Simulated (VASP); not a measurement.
Set up this calculation in VASP 6.6.1, as the native input.

```yaml
Task: single point
Functional: r2SCAN
Potentials_or_basis: VASP PAW PBE potentials, release 64 (Sn_d, Se)
Cutoff: 550 eV
k_mesh: 8 × 8 × 8
Occupations: gaussian, width 0.01 eV
Spin: no spin polarisation
Dipole_correction: no
Further_INCAR_settings: ALGO = Normal; EDIFF = 1e-06; NBANDS = 17
```

Crystal: SnSe.

```xyz
2
Lattice="0.0000 2.9849 2.9849 2.9849 0.0000 2.9849 2.9849 2.9849 0.0000" Properties=species:S:1:pos:R:3 pbc="T T T"
Sn    0.0000    0.0000    0.0000
Se    2.9849    2.9849    2.9849
```

These files were run (other wordings do the same):

POSCAR

```
SnSe
1.0
    0.0000000000      2.9848894944      2.9848894944
    2.9848894944      0.0000000000      2.9848894944
    2.9848894944      2.9848894944      0.0000000000
Sn Se
1 1
Direct
    0.0000000000      0.0000000000      0.0000000000
    0.5000000000      0.5000000000      0.5000000000
```

INCAR.step1

```
PREC     = Accurate       # precision mode
ENCUT    = 550            # plane-wave cutoff, eV
ISMEAR   = 0              # smearing method
SIGMA    = 0.01           # smearing width, eV
LREAL    = False          # projectors in reciprocal space
LASPH    = True           # aspherical terms in the spheres
NELM     = 120            # most SCF steps
NBANDS   = 17             # bands
GGA      = PE             # functional
ALGO     = Normal         # electronic algorithm
EDIFF    = 1E-5           # SCF threshold, eV
LWAVE    = True           # write WAVECAR
LCHARG   = False          # write CHGCAR
GGA_COMPAT= False
```

INCAR.step2

```
PREC     = Accurate       # precision mode
ENCUT    = 550            # plane-wave cutoff, eV
EDIFF    = 1E-6           # SCF threshold, eV
ISMEAR   = 0              # smearing method
SIGMA    = 0.01           # smearing width, eV
LREAL    = False          # projectors in reciprocal space
LASPH    = True           # aspherical terms in the spheres
NELM     = 120            # most SCF steps
ALGO     = Normal         # electronic algorithm
ISIF     = 2              # what is computed and relaxed
LWAVE    = False          # write WAVECAR
LCHARG   = True           # write CHGCAR
METAGGA  = R2SCAN         # meta-GGA
LMIXTAU  = True         
LELF     = True           # ELF
LVHAR    = True         
NBANDS   = 17             # bands
ISTART   = 1            
GGA_COMPAT= False
```

KPOINTS

```
Automatic mesh
0
Gamma
  8 8 8
```

Potentials or basis: VASP PAW PBE potentials, release 64 (Sn_d, Se).

Command:

```bash
$ cat potpaw_PBE.64/Sn_d/POTCAR potpaw_PBE.64/Se/POTCAR > POTCAR
$ cp INCAR.step1 INCAR
$ mpirun -np 1 vasp_std > vasp.out
$ cp INCAR.step2 INCAR
$ mpirun -np 1 vasp_std > vasp.out
```

Results of the run:

```
Pressure               : 1.3 GPa
Band gap on the k mesh : 0.57 eV
```

Caveat: semilocal functionals underestimate gaps, and a narrow one can read as zero; the PAW data sets were made with another functional, which shifts forces and pressure a little; spin-orbit coupling is left out, which moves the levels of the heavy elements.

Wall time 43 s on 1 thread of Intel(R) Xeon(R) 6975P-C (Granite Rapids), on a shared host, peak memory 0.2 GiB.
